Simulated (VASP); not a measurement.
# InSb in VASP: further runs

InSb is run at these levels: PBE+D3(BJ); tasks: single point.

All numbers are computed with VASP 6.6.1; they aren't measurements. Logs are shortened: lines on timing, memory, paths and dates and some standing lists are left out, and cuts for length are marked.

## Step 1: The cell of the first run

The cell holds a slab with vacuum, 12 atoms: a = 9.259 Å, b = 6.547 Å, c = 20.629 Å, α = 90.00°, β = 90.00°, γ = 90.00°.

## Step 2: Single point, PBE+D3(BJ)

File INCAR:

```
SYSTEM = InSb
PREC = Accurate
ENCUT = 520
EDIFF = 1E-6
ISMEAR = 0
SIGMA = 0.1
LREAL = .False.
LASPH = .True.
NELM = 60
ALGO = Normal
ISIF = 2
LWAVE = .False.
LCHARG = .False.
LDIPOL = .True.
IDIPOL = 3
DIPOL = 0.5 0.5 0.499
GGA = PE
IVDW = 12
NBANDS = 66
```

File KPOINTS:

```
Automatic mesh
0
Gamma
  2 3 1
  0 0 0
```

File POSCAR:

```
InSb
1.0
    9.2586444710      0.0000000000      0.0000000000
    0.0000000000      6.5468502901      0.0000000000
    0.0000000000      0.0000000000     20.6293222355
In Sb
6 6
Direct
    0.2500000000      0.5000000000      0.3877975199
    0.7500000000      0.5000000000      0.3877975199
    0.5000000000      0.0729088898      0.5147224077
    0.0000000000      0.0729088898      0.5147224077
    0.7500000000      0.4982437679      0.5818731872
    0.2500000000      0.4982437679      0.5818731872
    0.5000000000      0.2500000000      0.3877975199
    0.0000000000      0.2500000000      0.3877975199
    0.7500000000      0.8194449807      0.4874410790
    0.2500000000      0.8194449807      0.4874410790
    0.0000000000      0.2996445713      0.6324912249
    0.5000000000      0.2996445713      0.6324912249
```

Potentials or basis: VASP PAW PBE potentials, release 64 (In_d, Sb).

Started as:

```
$ cat potpaw_PBE.64/In_d/POTCAR potpaw_PBE.64/Sb/POTCAR > POTCAR
$ mpirun -np 1 vasp_std > vasp.out
```

OUTCAR:

```text
SYSTEM = InSb
   PREC = Accurate
   ENCUT = 520
   EDIFF = 1E-6
   ISMEAR = 0
   LREAL = .False.
   LASPH = .True.
   NELM = 60
   ISIF = 2
   GGA = PE
   IVDW = 12
 IVDW          = 12

 ion  position               nearest neighbor table
   1  0.250  0.500  0.388-   7 2.83   8 2.83  10 2.93   6 4.00
   2  0.750  0.500  0.388-   7 2.83   8 2.83   9 2.93   5 4.00
   3  0.500  0.073  0.515-  12 2.85   7 2.86  10 2.90   9 2.90   5 3.88   6 3.88
   4  0.000  0.073  0.515-  11 2.85   8 2.86  10 2.90   9 2.90   5 3.88   6 3.88
   5  0.750  0.498  0.582-  11 2.85  12 2.85   9 2.87   4 3.88   3 3.88   2 4.00
   6  0.250  0.498  0.582-  11 2.85  12 2.85  10 2.87   4 3.88   3 3.88   1 4.00
   7  0.500  0.250  0.388-   1 2.83   2 2.83   3 2.86
   8  0.000  0.250  0.388-   1 2.83   2 2.83   4 2.86
   9  0.750  0.819  0.487-   5 2.87   4 2.90   3 2.90   2 2.93
  10  0.250  0.819  0.487-   6 2.87   4 2.90   3 2.90   1 2.93
  11  0.000  0.300  0.632-   4 2.85   5 2.85   6 2.85
  12  0.500  0.300  0.632-   3 2.85   5 2.85   6 2.85

  LATTYP: Found a simple orthorhombic cell.
 ALAT       =     6.5468502901
 B/A-ratio  =     1.4142135624
 C/A-ratio  =     3.1510300864

  Lattice vectors:

 A1 = (   0.0000000000,  -6.5468502901,   0.0000000000)
 A2 = (   9.2586444710,   0.0000000000,   0.0000000000)
 A3 = (   0.0000000000,   0.0000000000,  20.6293222355)

Analysis of symmetry for initial positions (statically):
=====================================================================
 Subroutine PRICEL returns following result:

  LATTYP: Found a simple orthorhombic cell.
 ALAT       =     4.6293222355
 B/A-ratio  =     1.4142135624
 C/A-ratio  =     4.4562294837

  Lattice vectors:

 A1 = (   4.6293222355,   0.0000000000,   0.0000000000)
 A2 = (   0.0000000000,   6.5468502901,   0.0000000000)
 A3 = (   0.0000000000,   0.0000000000,  20.6293222355)

   2 primitive cells build up your supercell.

 Routine SETGRP: Setting up the symmetry group for a
 simple orthorhombic supercell.

 Subroutine GETGRP returns: Found  2 space group operations
 (whereof  2 operations were pure point group operations)
 out of a pool of  8 trial point group operations.

The static configuration has the point symmetry C_1h.

Analysis of symmetry for dynamics (positions and initial velocities):
=====================================================================
 Subroutine PRICEL returns following result:

  LATTYP: Found a simple orthorhombic cell.
 ALAT       =     4.6293222355
 B/A-ratio  =     1.4142135624
 C/A-ratio  =     4.4562294837

  Lattice vectors:

 A1 = (   4.6293222355,   0.0000000000,   0.0000000000)
 A2 = (   0.0000000000,   6.5468502901,   0.0000000000)
 A3 = (   0.0000000000,   0.0000000000,  20.6293222355)

   2 primitive cells build up your supercell.

 Routine SETGRP: Setting up the symmetry group for a
 simple orthorhombic supercell.

 Subroutine GETGRP returns: Found  2 space group operations
 (whereof  2 operations were pure point group operations)
 out of a pool of  8 trial point group operations.

The dynamic configuration has the point symmetry C_1h.

 Subroutine INISYM returns: Found  2 space group operations
 (whereof  2 operations are pure point group operations),
 and found     2 'primitive' translations

----------------------------------------------------------------------------------------

                                     Primitive cell

  volume of cell :     625.2228

  direct lattice vectors                    reciprocal lattice vectors
     4.629322236  0.000000000  0.000000000     0.216014343  0.000000000  0.000000000
     0.000000000  6.546850290  0.000000000     0.000000000  0.152745207  0.000000000
     0.000000000  0.000000000 20.629322235     0.000000000  0.000000000  0.048474690

  length of vectors
     4.629322236  6.546850290 20.629322235     0.216014343  0.152745207  0.048474690

  position of ions in fractional coordinates (direct lattice)
     0.500000000  0.500000000  0.387797520
     0.000000000  0.072908890  0.514722408
     0.500000000  0.498243768  0.581873187
     0.000000000  0.250000000  0.387797520
     0.500000000  0.819444981  0.487441079
     0.000000000  0.299644571  0.632491225

  ion indices of the primitive-cell ions
   primitive index   ion index
                 1           1
                 2           3
                 3           6
                 4           7
                 5          10
                 6          11

----------------------------------------------------------------------------------------

 KPOINTS: Automatic mesh

Automatic generation of k-mesh.
 Grid dimensions read from file:
 generate k-points for:    2    3    1

 Generating k-lattice:

  Cartesian coordinates                     Fractional coordinates (reciprocal lattice)
     0.054003586  0.000000000  0.000000000     0.500000000  0.000000000  0.000000000
     0.000000000  0.050915069  0.000000000     0.000000000  0.333333333  0.000000000
     0.000000000  0.000000000  0.048474690     0.000000000  0.000000000  1.000000000

  Length of vectors
     0.054003586  0.050915069  0.048474690

  Shift w.r.t. Gamma in fractional coordinates (k-lattice)
     0.000000000  0.000000000  0.000000000

 Subroutine IBZKPT returns following result:
 ===========================================

 Found      4 irreducible k-points:

 Following reciprocal coordinates:
            Coordinates               Weight
  0.000000  0.000000  0.000000      1.000000
  0.500000  0.000000  0.000000      1.000000
  0.000000  0.333333  0.000000      2.000000
  0.500000  0.333333  0.000000      2.000000
   k-points           NKPTS =      4   k-points in BZ     NKDIM =      4   number of bands    NBANDS=     66
   number of dos      NEDOS =    301   number of ions     NIONS =     12
   total plane-waves  NPLWV = 560000
   dimension x,y,z NGX =    70 NGY =   50 NGZ =  160
   dimension x,y,z NGXF=   140 NGYF=  100 NGZF=  320
   ions per type =               6   6
   NGX,Y,Z   is equivalent  to a cutoff of  12.57, 12.70, 12.89 a.u.
   NGXF,Y,Z  is equivalent  to a cutoff of  25.14, 25.39, 25.79 a.u.
 SYSTEM =  InSb
   PREC   = accura    normal or accurate (medium, high low for compatibility)
   ISTART =      0    job   : 0-new  1-cont  2-samecut
   ICHARG =      2    charge: 1-file 2-atom 10-const
   ISPIN  =      1    spin polarized calculation?
   LNONCOLLINEAR =      F non collinear calculations
   LSORBIT =      F    spin-orbit coupling
   LASPH  =      T    aspherical Exc in radial PAW
   ENCUT  =  520.0 eV  38.22 Ry    6.18 a.u.  17.21 12.17 38.36*2*pi/ulx,y,z
   NELM   =     60;   NELMIN=  2; NELMDL= -5     # of ELM steps
   EDIFF  = 0.1E-05   stopping-criterion for ELM
   LREAL  =      F    real-space projection
   EDIFFG = 0.1E-04   stopping-criterion for IOM
   NSW    =      0    number of steps for IOM
   IBRION =     -1    ionic relax: 0-MD 1-quasi-New 2-CG
   NFREE  =      0    steps in history (QN), initial steepest desc. (CG)
   ISIF   =      2    stress and relaxation
   ISYM   =      2    0-nonsym 1-usesym 2-fastsym
   POTIM  = 0.5000    time-step for ionic-motion
   TEBEG  =    0.0;   TEEND  =   0.0 temperature during run
   PSTRESS=    0.0 pullay stress
   NELECT =     108.0000    total number of electrons
   NUPDOWN=      -1.0000    fix difference up-down
   EMIN   =  10.00;   EMAX   =-10.00  energy-range for DOS
   EFERMI =   0.00;   METHOD = LEGACY
   ISMEAR =     0;   SIGMA  =   0.10  broadening in eV -4-tet -1-fermi 0-gaus
   EFERMI_NEDOS =   21; number of points for ismear=-14 and -15
   IALGO  =     38    algorithm
   IMIX   =      4    mixing-type and parameters
     AMIX     =   0.40;   BMIX     =  1.00
     AMIX_MAG =   1.60;   BMIX_MAG =  1.00
  volume/ion in A,a.u.               =     104.20       703.20
  Fermi-wavevector in a.u.,A,eV,Ry     =   0.723649  1.367498  7.124929  0.523668
  Thomas-Fermi vector in A             =   1.813919
   LORBIT       =      0    0 simple, 1 ext, 2 COOP (PROOUT), +10 PAW based schemes
   GGA     = PE    functional components
   LHFCALC =     F    Hartree Fock is set to
   AEXX    =    0.0000 exact exchange contribution
   IVDW    =    12    specifies the selected vdW correction
   LEPSILON=     F    determine dielectric tensor
   LRPA    =     F    only Hartree local field effects (RPA)
 non-spin polarized calculation
 Gauss-broadening in eV      SIGMA  =   0.10
  energy-cutoff  :      520.00
  volume of cell :     1250.45
 maximum number of plane-waves:     33674
 NGX is ok and might be reduce to    70
   NGX = 35   NGY = 25   NGZ = 77

 number of electron     108.0000032 magnetization

 dipolmoment           0.000000      0.000000      0.060246 electrons x Angstroem

 Free energy of the ion-electron system (eV)
  ---------------------------------------------------
  ext. energy  EPLUGINS =         0.00000000
  ---------------------------------------------------
  free energy    TOTEN  =       -38.09922649 eV

  energy without entropy =      -38.08643820  energy(sigma->0) =      -38.09283234

 E-fermi :  -1.2572     XC(G=0):  -3.5681

 val. band max:       -1.3275820747   @ k =   0.0000   0.0000   0.0000
 cond. band min:      -1.1574162687   @ k =   0.0000   0.3333   0.0000
 fundamental gap:      0.1701658060
 Fermi energy:        -1.2571773002

 k-point     1 :       0.0000    0.0000    0.0000
  band No.  band energies     occupation
      1     -16.0381      2.00000
      2     -16.0290      2.00000
      3     -15.9958      2.00000
      4     -15.9844      2.00000
      5     -15.9791      2.00000
      6     -15.9760      2.00000
[... 265 lines left out ...]
     65       2.3617      0.00000
     66       2.3617      0.00000

------------------------ aborting loop because EDIFF is reached ----------------------------------------

 vacuum level on the upper side and lower side of the slab       (xc-potential included)        -0.016        -0.170

 Edisp (eV)   -2.45061

 E8    (eV) :    -1.2278

  FORCE on cell =-STRESS in cart. coord.  units (eV):
  Direction    XX          YY          ZZ          XY          YZ          ZX
  --------------------------------------------------------------------------------------
  -------------------------------------------------------------------------------------
  Total      -2.86687    -4.84573     0.03126     0.00000    -0.02946     0.00000
  in kB      -3.67328    -6.20876     0.04006     0.00000    -0.03774     0.00000
  external pressure =       -3.28 kB  Pullay stress =        0.00 kB

 VOLUME and BASIS-vectors are now :
 -----------------------------------------------------------------------------
  energy-cutoff  :      520.00
  volume of cell :     1250.45
      direct lattice vectors                 reciprocal lattice vectors
     9.258644471  0.000000000  0.000000000     0.108007171  0.000000000  0.000000000
     0.000000000  6.546850290  0.000000000     0.000000000  0.152745207  0.000000000
     0.000000000  0.000000000 20.629322235     0.000000000  0.000000000  0.048474690

 POSITION                                       TOTAL-FORCE (eV/Angst)
 -----------------------------------------------------------------------------------
      2.31466      3.27343      8.00000        -0.000000     -0.120696      0.680943
      6.94398      3.27343      8.00000        -0.000000     -0.120696      0.680943
      4.62932      0.47732     10.61837         0.000000     -0.013408      0.008004
      0.00000      0.47732     10.61837         0.000000     -0.013408      0.008004
      6.94398      3.26193     12.00365         0.000000      0.019956     -0.021683
      2.31466      3.26193     12.00365         0.000000      0.019956     -0.021683
      4.62932      1.63671      8.00000         0.000000      0.122525     -0.698969
      0.00000      1.63671      8.00000         0.000000      0.122525     -0.698969
      6.94398      5.36478     10.05558         0.000000      0.005456      0.009310
      2.31466      5.36478     10.05558         0.000000      0.005456      0.009310
      0.00000      1.96173     13.04787         0.000000     -0.013833      0.022396
      4.62932      1.96173     13.04787         0.000000     -0.013833      0.022396
 -----------------------------------------------------------------------------------
    total drift:                                0.000000     -0.001296      0.000616

  FREE ENERGIE OF THE ION-ELECTRON SYSTEM (eV)
  ---------------------------------------------------
  free  energy   TOTEN  =       -40.5498349301 eV

  energy  without entropy=      -40.5370466352  energy(sigma->0) =      -40.54344078

 vacuum level on the upper side and lower side of the slab         3.111         2.962
```

It took 13 min on 1 thread of Intel Xeon Platinum 8488C (Sapphire Rapids), shared host; peak memory 1.1 GiB.

Results:

```yaml
Free_energy: -40.5498 eV
Largest_force: 0.710 eV/Å
Band_gap_on_the_k_mesh: 0.17 eV
Dispersion_energy_per_atom: -0.204 eV
```

Forces in eV/Å, atoms in the order of the input:
```
In   0.000 -0.121  0.681
In   0.000 -0.121  0.681
In   0.000 -0.013  0.008
In   0.000 -0.013  0.008
In   0.000  0.020 -0.022
In   0.000  0.020 -0.022
Sb   0.000  0.123 -0.699
Sb   0.000  0.123 -0.699
Sb   0.000  0.005  0.009
Sb   0.000  0.005  0.009
Sb   0.000 -0.014  0.022
Sb   0.000 -0.014  0.022
```

Caveat: spin-orbit coupling is left out, which moves the levels of the heavy elements.

## Step 3: Single point, PBE+D3(BJ)

This run uses another cell than the first one.

File INCAR:

```
PREC = Accurate
ENCUT = 520
EDIFF = 1E-6
ISMEAR = 0
SIGMA = 0.1
LREAL = False
LASPH = True
NELM = 100
ALGO = Normal
ISIF = 2
LWAVE = False
LCHARG = True
LDIPOL = True
IDIPOL = 3
DIPOL = 0.5 0.5 0.448
GGA = PE
IVDW = 12
LELF = True
LVHAR = True
LVACPOTAV = True
NBANDS = 66
```

File KPOINTS:

```
Automatic mesh
0
Gamma
  2 3 1
```

File POSCAR:

```
InSb
1.0
    9.2586444710      0.0000000000      0.0000000000
    0.0000000000      6.5468502901      0.0000000000
    0.0000000000      0.0000000000     23.0225222355
In Sb
6 6
Direct
    0.2500000000      0.5000000000      0.3474858192
    0.7500000000      0.5000000000      0.3474858192
    0.4993884090      0.0707939462      0.4602142571
   -0.0006228017      0.0711762374      0.4603116001
    0.7492160958      0.5231593881      0.5287079384
    0.2492352004      0.5232266736      0.5287115177
    0.5000000000      0.2500000000      0.3474858192
    0.0000000000      0.2500000000      0.3474858192
    0.7495296885      0.8170872200      0.4362687093
    0.2493423128      0.8171036011      0.4362568428
   -0.0007525195      0.2982270956      0.5659530049
    0.4992232063      0.2980246812      0.5658338733
```

Potentials or basis: VASP PAW PBE potentials, release 64 (In_d, Sb).

Started as:

```
$ cat potpaw_PBE.64/In_d/POTCAR potpaw_PBE.64/Sb/POTCAR > POTCAR
$ mpirun -np 1 vasp_std > vasp.out
```

It took 22 min on 1 thread of Intel Xeon Platinum 8488C (Sapphire Rapids), shared host; peak memory 1.2 GiB.

Results (log left out):

```
Free energy                : -40.4396 eV
Largest force              : 0.787 eV/Å
Band gap on the k mesh     : 0.11 eV
Dispersion energy per atom : -0.203 eV
```

Forces in eV/Å, atoms in the order of the input:
```
In   0.000 -0.229  0.636
In   0.000 -0.228  0.636
In   0.001  0.152  0.042
In   0.001  0.151  0.036
In   0.001 -0.338 -0.241
In   0.000 -0.338 -0.242
Sb  -0.002  0.163 -0.770
Sb  -0.002  0.160 -0.765
Sb  -0.001  0.117  0.189
Sb  -0.001  0.118  0.190
Sb   0.001  0.137  0.143
Sb   0.001  0.136  0.145
```

Levels at points of the mesh, in eV from the valence-band top:
| k point | band 50 | band 51 | band 52 | band 53 | band 54 | band 55 | band 56 | band 57 | band 58 | band 59 |
| --- | --- | --- | --- | --- | --- | --- | --- | --- | --- | --- |
| (0.00, 0.00, 0.00) | -1.20 | -0.74 | -0.73 | -0.42 | 0.00 | 0.39 | 0.41 | 0.92 | 1.39 | 1.70 |
| (0.50, 0.00, 0.00) | -1.55 | -0.80 | -0.80 | -0.55 | -0.55 | 0.62 | 0.62 | 1.66 | 1.66 | 2.09 |

Caveat: spin-orbit coupling is left out, which moves the levels of the heavy elements.
